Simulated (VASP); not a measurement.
# CoNiO2: single point with PBEsol

CoNiO2:

```
Ni Co O
1.0
     3.01433    0.00000    0.00000
     0.00000    3.01433    0.00000
     0.00000    0.00000    4.22229
Ni Co O
1 1 2
Direct
  0.00000 0.00000 0.00000
  0.50000 0.50000 0.50000
  0.00000 0.00000 0.50000
  0.50000 0.50000 0.00000
```

```yaml
Program: VASP 6.6.1
Task: single point
Functional: PBEsol
Potentials_or_basis: VASP PAW PBE potentials, release 64 (Ni_sv_GW, Co_sv, O)
Cutoff: 700 eV
k_mesh: 7 × 7 × 5
Occupations: fermi-dirac, width 0.05 eV
Spin: collinear spin, ferromagnetic start
Starting_moments: "[0.5, 1.0, 0.0, 0.0] μB"
Fixed_moment: 1.5 μB
Dipole_correction: no
Further_INCAR_settings: ALGO = Normal; EDIFF = 1e-06; NBANDS = 36
```

```json
{
 "Pressure": "-23.0 GPa",
 "Net moment": "1.50 μB per cell",
 "Site moments": "Ni +1.15; Co +0.13; O +0.06, +0.12 μB",
 "Valence electrons inside the program's atomic spheres": "Ni 16.16; Co 14.96; O 4.89, 4.90"
}
```

Stress tensor (GPa, compression positive):
```
-23.25   0.00   0.00
  0.00 -23.25   0.00
  0.00   0.00 -22.56
```

Wall time 14 min on 1 thread of AMD EPYC 7R43 64-Core Processor (Zen 3), on a shared host, peak memory 0.24 GiB.

Caveat: the cell stands under tension; the PAW data sets were made with another functional, which shifts forces and pressure a little; the total moment is fixed, so each spin has its own Fermi level and the state may be an excited one.
